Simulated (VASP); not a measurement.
A run of VASP 6.6.1 is set up as follows.

The input INCAR:

```
PREC = Accurate
ENCUT = 520
EDIFF = 1E-7
ISMEAR = -1
SIGMA = 0.1
LREAL = F
LASPH = T
NELM = 60
ALGO = Normal
ISIF = 2
LWAVE = F
LCHARG = F
GGA = PE
NBANDS = 60
```

File KPOINTS:

```
Automatic mesh
0
Gamma
  4 3 4
  0.5 0 0
```

POSCAR

```
FeOs2
1.0
    5.4939570000      0.1365010000      0.5506400000
    0.1101380000      6.5960090000      1.4596040000
    0.9861300000      0.5188440000      4.9960140000
Os Fe
8 4
Direct
    0.0864280000      0.9739550000      0.3572240000
    0.3618020000      0.9797170000      0.7732260000
    0.6364660000      0.5913610000      0.0328980000
    0.3335680000      0.2849530000      0.3366420000
    0.6486350000      0.0042020000      0.2825160000
    0.1724470000      0.6236950000      0.0752990000
    0.3361160000      0.6521050000      0.4739240000
    0.9567710000      0.3118110000      0.0633600000
    0.4099550000      0.3251280000      0.8130390000
    0.8260880000      0.6585680000      0.4823720000
    0.9109960000      0.9016540000      0.8752130000
    0.8868380000      0.2631560000      0.6369040000
```

Potentials or basis: VASP PAW PBE potentials, release 64 (Os, Fe).

Launch:

```bash
$ cat potpaw_PBE.64/Os/POTCAR potpaw_PBE.64/Fe/POTCAR > POTCAR
$ mpirun -np 1 vasp_std > vasp.out
```

Question: What does it give for the pressure?

Answer: 3.2 GPa.

Question: Estimate the band gap on the k mesh.

Answer: Zero (bands 48 and 49 overlap by 0.11 eV).

Question: Predict the largest force.

Answer: 2.780 eV/Å.

Forces in eV/Å, atoms in the order of the input:
```
Os  -0.513 -0.908  0.814
Os   1.202  0.174  0.138
Os   2.252  1.265 -1.027
Os  -0.302  0.599  1.901
Os  -0.563 -1.127 -1.458
Os  -1.605  1.001 -0.132
Os   0.751 -0.701  1.132
Os  -0.233  0.545 -2.310
Fe   1.205  0.580 -0.098
Fe  -1.071 -0.551  0.352
Fe  -0.778 -0.426  0.334
Fe  -0.345 -0.451  0.355
```

Caveat: spin-orbit coupling is left out, which moves the levels of the heavy elements; the run has no spin polarisation, though such a crystal can be magnetic. Spin polarisation is off, so any magnetic state and its effect on volume and gap are missing.
